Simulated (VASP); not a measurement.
# Ir (I4/mmm) in VASP: a series of runs

Runs on Ir. Level: LDA. Tasks: single point.

Program: VASP 6.6.1. These are calculated values, not measurements. Logs are shortened: lines on timing, memory, paths and dates and some standing lists are left out, and cuts for length are marked.

## (1) The cell of the first run

Symmetry: I4/mmm, No. 139, tetragonal system. The conventional cell has a = 3.088 Å, b = 3.088 Å, c = 2.748 Å, α = 90.00°, β = 90.00°, γ = 90.00°. Within 3.4 Å of Ir (site symmetry 4/mmm) lie 14 Ir at 2.58 to 3.09 Å.

## (2) Single point, LDA (13.10 Å³/atom)

The input, INCAR:

```
SYSTEM = Ir
PREC = Accurate ; ENCUT = 520
EDIFF = 1E-6 ; ISMEAR = 0
SIGMA = 0.15 ; LREAL = .FALSE.
LASPH = .TRUE. ; NELM = 100
ALGO = Normal ; ISIF = 2
LWAVE = .FALSE. ; LCHARG = .FALSE.
GGA = CA ; NBANDS = 10
```

The input, KPOINTS:

```
Automatic mesh
0
G
  22 22 22
  0 0 0
```

The input, POSCAR:

```
Ir
1.0
    0.0000000000      2.1833771395      1.3737808962
    2.1833771395      0.0000000000      1.3737808962
    2.1833771395      2.1833771395      0.0000000000
Ir
1
Direct
    0.0000000000      0.0000000000      0.0000000000
```

Potentials or basis: VASP PAW LDA potentials, release 64 (Ir).

Launch:

```
cat potpaw_LDA.64/Ir/POTCAR > POTCAR
mpirun -np 1 vasp_std > vasp.out
```

OUTCAR:

```text
SYSTEM = Ir
   PREC = Accurate
   ENCUT = 520
   EDIFF = 1E-6
   ISMEAR = 0
   LREAL = .FALSE.
   LASPH = .TRUE.
   NELM = 100
   ISIF = 2
   GGA = CA

 ion  position               nearest neighbor table
   1  0.000  0.000  0.000-

  LATTYP: Found a body centered tetragonal cell.
 ALAT       =     3.0877615625
 C/A-ratio  =     0.8898231735

  Lattice vectors:

 A1 = (   0.0000000000,  -2.1833771395,  -1.3737808962)
 A2 = (   0.0000000000,   2.1833771395,  -1.3737808962)
 A3 = (   2.1833771395,   0.0000000000,   1.3737808962)

Analysis of symmetry for initial positions (statically):
=====================================================================
 Subroutine PRICEL returns:
 Original cell was already a primitive cell.

 Routine SETGRP: Setting up the symmetry group for a
 body centered tetragonal supercell.

 Subroutine GETGRP returns: Found 16 space group operations
 (whereof 16 operations were pure point group operations)
 out of a pool of 16 trial point group operations.

The static configuration has the point symmetry D_4h.

Analysis of symmetry for dynamics (positions and initial velocities):
=====================================================================
 Subroutine PRICEL returns:
 Original cell was already a primitive cell.

 Routine SETGRP: Setting up the symmetry group for a
 body centered tetragonal supercell.

 Subroutine GETGRP returns: Found 16 space group operations
 (whereof 16 operations were pure point group operations)
 out of a pool of 16 trial point group operations.

The dynamic configuration has the point symmetry D_4h.

 Subroutine INISYM returns: Found 16 space group operations
 (whereof 16 operations are pure point group operations),
 and found     1 'primitive' translations

----------------------------------------------------------------------------------------

                                     Primitive cell

  volume of cell :      13.0980

  direct lattice vectors                    reciprocal lattice vectors
     0.000000000  2.183377140  1.373780896    -0.229003039  0.229003039  0.363959057
     2.183377140  0.000000000  1.373780896     0.229003039 -0.229003039  0.363959057
     2.183377140  2.183377140  0.000000000     0.229003039  0.229003039 -0.363959057

  length of vectors
     2.579614251  2.579614251  3.087761562     0.487186801  0.487186801  0.487186801

  position of ions in fractional coordinates (direct lattice)
     0.000000000  0.000000000  0.000000000

  ion indices of the primitive-cell ions
[... 66 lines left out ...]
   ISTART =      0    job   : 0-new  1-cont  2-samecut
   ICHARG =      2    charge: 1-file 2-atom 10-const
   ISPIN  =      1    spin polarized calculation?
   LNONCOLLINEAR =      F non collinear calculations
   LSORBIT =      F    spin-orbit coupling
   LASPH  =      T    aspherical Exc in radial PAW
   ENCUT  =  520.0 eV  38.22 Ry    6.18 a.u.   4.80  4.80  5.74*2*pi/ulx,y,z
   NELM   =    100;   NELMIN=  2; NELMDL= -5     # of ELM steps
   EDIFF  = 0.1E-05   stopping-criterion for ELM
   LREAL  =      F    real-space projection
[... 7 lines left out ...]
   TEBEG  =    0.0;   TEEND  =   0.0 temperature during run
   PSTRESS=    0.0 pullay stress
   NELECT =       9.0000    total number of electrons
   NUPDOWN=      -1.0000    fix difference up-down
   EMIN   =  10.00;   EMAX   =-10.00  energy-range for DOS
   EFERMI =   0.00;   METHOD = LEGACY
   ISMEAR =     0;   SIGMA  =   0.15  broadening in eV -4-tet -1-fermi 0-gaus
   EFERMI_NEDOS =   21; number of points for ismear=-14 and -15
   IALGO  =     38    algorithm
   IMIX   =      4    mixing-type and parameters
     AMIX     =   0.40;   BMIX     =  1.00
     AMIX_MAG =   1.60;   BMIX_MAG =  1.00
  volume/ion in A,a.u.               =      13.10        88.39
  Fermi-wavevector in a.u.,A,eV,Ry     =   1.444621  2.729938 28.394415  2.086931
  Thomas-Fermi vector in A             =   2.562895
   LORBIT       =      0    0 simple, 1 ext, 2 COOP (PROOUT), +10 PAW based schemes
   GGA     = CA    functional components
   LHFCALC =     F    Hartree Fock is set to
   AEXX    =    0.0000 exact exchange contribution
   IVDW    =     0    specifies the selected vdW correction
   LEPSILON=     F    determine dielectric tensor
   LRPA    =     F    only Hartree local field effects (RPA)
 non-spin polarized calculation
 Gauss-broadening in eV      SIGMA  =   0.15
  energy-cutoff  :      520.00
  volume of cell :       13.10
 maximum number of plane-waves:       363
   NGX =  9   NGY =  9   NGZ = 11

 number of electron       9.0000000 magnetization

 Free energy of the ion-electron system (eV)
  ---------------------------------------------------
  ext. energy  EPLUGINS =         0.00000000
  ---------------------------------------------------
  free energy    TOTEN  =        -9.69253022 eV

  energy without entropy =       -9.67617349  energy(sigma->0) =       -9.68435186

 E-fermi :  11.3543     XC(G=0): -14.5734

 val. band max:       11.3541529424   @ k =  -0.4091   0.0000   0.4091
 cond. band min:      11.3567962411   @ k =  -0.1364   0.1818   0.1364
 fundamental gap:      0.0026432988
 Fermi energy:        11.3543035475

 k-point     1 :       0.0000    0.0000    0.0000
  band No.  band energies     occupation
      1      -0.2283      2.00000
      2       6.3403      2.00000
      3       7.8349      2.00000
      4       7.8349      2.00000
      5       9.3793      2.00000
      6      11.7264      0.00045
      7      27.5840      0.00000
      8      27.5840      0.00000
      9      30.4799      0.00000
     10      39.8871      0.00000
[... 287 lines left out ...]
 k-point    24 :      -0.4545    0.0455    0.0000
  band No.  band energies     occupation
      1       2.9731      2.00000
      2       4.7852      2.00000
      3      10.1197      2.00000
      4      10.7042      2.00000
      5      12.8731      0.00000
      6      13.8278      0.00000
      7      21.6777      0.00000
      8      24.8991      0.00000
      9      28.5742      0.00000
     10      37.3879      0.00000

 [... further k-points ...]
[... 5 lines left out ...]
  --------------------------------------------------------------------------------------
  -------------------------------------------------------------------------------------
  Total        4.4622687      4.4622687      1.1333445      0.0000000      0.0000000      0.0000000
  in kB      545.8349138    545.8349138    138.6332902      0.0000000      0.0000000      0.0000000
  external PRESSURE =     410.1010393 kB  Pullay stress =       0.0000000 kB

 VOLUME and BASIS-vectors are now :
 -----------------------------------------------------------------------------
  energy-cutoff  :      520.00
  volume of cell :       13.10
      direct lattice vectors                 reciprocal lattice vectors
     0.000000000  2.183377140  1.373780896    -0.229003039  0.229003039  0.363959057
     2.183377140  0.000000000  1.373780896     0.229003039 -0.229003039  0.363959057
     2.183377140  2.183377140  0.000000000     0.229003039  0.229003039 -0.363959057

 POSITION                                       TOTAL-FORCE (eV/Angst)
 -----------------------------------------------------------------------------------
      0.00000      0.00000      0.00000         0.000000      0.000000      0.000000
 -----------------------------------------------------------------------------------
    total drift:                               -0.000000     -0.000000      0.000000

  FREE ENERGIE OF THE ION-ELECTRON SYSTEM (eV)
  ---------------------------------------------------
  free  energy   TOTEN  =        -9.6925302246 eV

  energy  without entropy=       -9.6761734859  energy(sigma->0) =       -9.68435186
```

OSZICAR:

```text
N       E                     dE             d eps       ncg     rms          rms(c)
DAV:   1     0.488538325120E+02    0.48854E+02   -0.44277E+03 16784   0.837E+02
DAV:   2    -0.928978657260E+01   -0.58144E+02   -0.55606E+02 17076   0.203E+02
DAV:   3    -0.101944660948E+02   -0.90468E+00   -0.89959E+00 19442   0.309E+01
DAV:   4    -0.102033277901E+02   -0.88617E-02   -0.88594E-02 19336   0.280E+00
DAV:   5    -0.102035048694E+02   -0.17708E-03   -0.17707E-03 19660   0.376E-01    0.202E+01
DAV:   6    -0.979338888743E+01    0.41012E+00   -0.58522E-01 18960   0.940E+00    0.918E+00
DAV:   7    -0.969915050258E+01    0.94238E-01   -0.23239E-01 22134   0.537E+00    0.170E+00
DAV:   8    -0.969324119349E+01    0.59093E-02   -0.82077E-03 18480   0.138E+00    0.740E-01
DAV:   9    -0.969252733295E+01    0.71386E-03   -0.28113E-04 18322   0.206E-01    0.377E-02
DAV:  10    -0.969253043616E+01   -0.31032E-05   -0.38156E-06 21312   0.153E-02    0.141E-02
DAV:  11    -0.969253022460E+01    0.21156E-06   -0.35214E-07 10356   0.779E-03
   1 F= -.96925302E+01 E0= -.96843519E+01  d E =-.163567E-01
```

Run time: 35 s. Hardware: 1 thread of Intel Xeon 6975P-C (Granite Rapids), shared host; peak memory 0.23 GiB.

Results:

- Free energy: -9.6925 eV
- Pressure: 41.0 GPa
- Band gap on the k mesh: zero (an odd number of electrons rules out a gap without spin polarisation)

Caveat: the stress differs along the axes, from 14 to 55 GPa; spin-orbit coupling is left out, which moves the levels of the heavy elements.

## (3) Single point, LDA (13.10 Å³/atom)

The input, INCAR:

```
  PREC = Accurate
  ENCUT = 520
  EDIFF = 1E-6
  ISMEAR = 0
  SIGMA = 0.15
  LREAL = F
  LASPH = T
  NELM = 60
  ALGO = Normal
  ISIF = 2
  LWAVE = F
  LCHARG = F
  NBANDS = 10
```

The input, KPOINTS:

```
regular mesh
0
Gamma
  22 22 22
```

The input, POSCAR:

```
Ir
1.0
    0.0000000000      1.9197068250      1.7770726079
    1.9197068250      0.0000000000      1.7770726079
    1.9197068250      1.9197068250      0.0000000000
Ir
1
Direct
    0.0000000000      0.0000000000      0.0000000000
```

Potentials or basis: VASP PAW LDA potentials, release 64 (Ir).

Launch:

```
cat potpaw_LDA.64/Ir/POTCAR > POTCAR
mpirun -np 1 vasp_std > vasp.out
```

Run time: 32 s. Hardware: 1 thread of Intel Xeon 6975P-C (Granite Rapids), shared host; peak memory 0.22 GiB.

Results (log left out):

```yaml
Free_energy: -10.1846 eV
Pressure: 30.5 GPa
Band_gap_on_the_k_mesh: zero (an odd number of electrons rules out a gap without spin polarisation)
```

Stress tensor (GPa, compression positive):
```
19.48  0.00  0.00
 0.00 19.48  0.00
 0.00  0.00 52.57
```

Levels at points of the mesh, in eV from the Fermi level:
```
           k point  band 1  band 2  band 3  band 4  band 5  band 6  band 7  band 8  band 9
(0.00, 0.00, 0.00)  -11.91   -4.66   -4.66   -3.61   -2.04   -0.63   14.31   19.30   19.30
(0.50, 0.00, 0.00)   -8.92   -5.06   -3.82   -0.83    0.73    1.44    8.21   13.67   19.87
(0.50, 0.50, 0.00)   -8.76   -8.30    1.03    1.79    1.79    3.02   11.18   11.18   13.20
(0.50, 0.00, 0.50)   -8.84   -8.11    1.00    1.17    1.24    2.20   10.99   12.09   13.24
```

Caveat: the stress differs along the axes, from 19 to 53 GPa; spin-orbit coupling is left out, which moves the levels of the heavy elements.

## (4) Single point, LDA (13.10 Å³/atom)

The input, INCAR:

```
PREC     = Accurate       # precision mode
ENCUT    = 520            # plane-wave cutoff, eV
EDIFF    = 1E-6           # SCF threshold, eV
ISMEAR   = 0              # smearing method
SIGMA    = 0.15           # smearing width, eV
LREAL    = F              # projectors in reciprocal space
LASPH    = T              # aspherical terms in the spheres
NELM     = 100            # most SCF steps
ALGO     = Normal         # electronic algorithm
ISIF     = 2              # what is computed and relaxed
LWAVE    = F              # write WAVECAR
LCHARG   = F              # write CHGCAR
NBANDS   = 10             # bands
```

KPOINTS is that of step 3.

The input, POSCAR:

```
Ir
1.0
    0.0000000000      2.0211447986      1.6031720542
    2.0211447986      0.0000000000      1.6031720542
    2.0211447986      2.0211447986      0.0000000000
Ir
1
Direct
    0.0000000000      0.0000000000      0.0000000000
```

Launch:

```
cat potpaw_LDA.64/Ir/POTCAR > POTCAR
mpirun -np 1 vasp_std > vasp.out
```

It took 32 s on 1 thread of Intel Xeon 6975P-C (Granite Rapids), shared host; peak memory 0.22 GiB.

The run converged. Its results:

```
Free energy            : -9.7372 eV
Pressure               : 39.0 GPa
Band gap on the k mesh : zero (an odd number of electrons rules out a gap without spin polarisation)
```

Stress tensor (GPa, compression positive):
```
18.43  0.00  0.00
 0.00 18.43  0.00
 0.00  0.00 80.18
```

Levels at points of the mesh, in eV from the Fermi level:
| k point | band 1 | band 2 | band 3 | band 4 | band 5 | band 6 | band 7 | band 8 | band 9 |
| --- | --- | --- | --- | --- | --- | --- | --- | --- | --- |
| (0.00, 0.00, 0.00) | -11.75 | -4.61 | -4.61 | -3.36 | -1.94 | -0.06 | 15.41 | 17.84 | 17.84 |
| (0.50, 0.00, 0.00) | -8.74 | -5.89 | -2.05 | -0.51 | 0.14 | 2.30 | 8.78 | 13.37 | 18.93 |
| (0.50, 0.50, 0.00) | -8.40 | -8.33 | 1.38 | 1.91 | 1.91 | 5.94 | 9.56 | 9.56 | 15.87 |
| (0.50, 0.00, 0.50) | -8.67 | -7.30 | 0.27 | 0.37 | 0.37 | 2.74 | 9.95 | 12.49 | 15.97 |

Caveat: the stress differs along the axes, from 18 to 80 GPa; spin-orbit coupling is left out, which moves the levels of the heavy elements.

## (5) Overview

| cell | gap on the mesh (eV) | pressure (GPa) |
| --- | --- | --- |
| a = 2.580, b = 2.580, c = 3.088 Å, angles 53.2, 53.2, 73.5°, 1 atom | none | 41.0 |
| a = 2.616, b = 2.616, c = 2.715 Å, angles 58.7, 58.7, 62.5°, 1 atom | none | 30.5 |
| a = 2.580, b = 2.580, c = 2.858 Å, angles 56.4, 56.4, 67.3°, 1 atom | none | 39.0 |

Alike in all rows: task single point; level LDA; potentials or basis VASP PAW LDA potentials, release 64 (Ir); no spin polarisation; k mesh 22 × 22 × 22; cutoff (eV) 520; smearing gaussian 0.15 eV.

Caveats: spin-orbit coupling is left out, which moves the levels of the heavy elements; the stress differs along the axes, from 14 to 55 GPa (at least some runs); the stress differs along the axes, from 19 to 53 GPa (at least some runs); the stress differs along the axes, from 18 to 80 GPa (at least some runs).

Absolute energies hang on the potentials; compare differences alone.
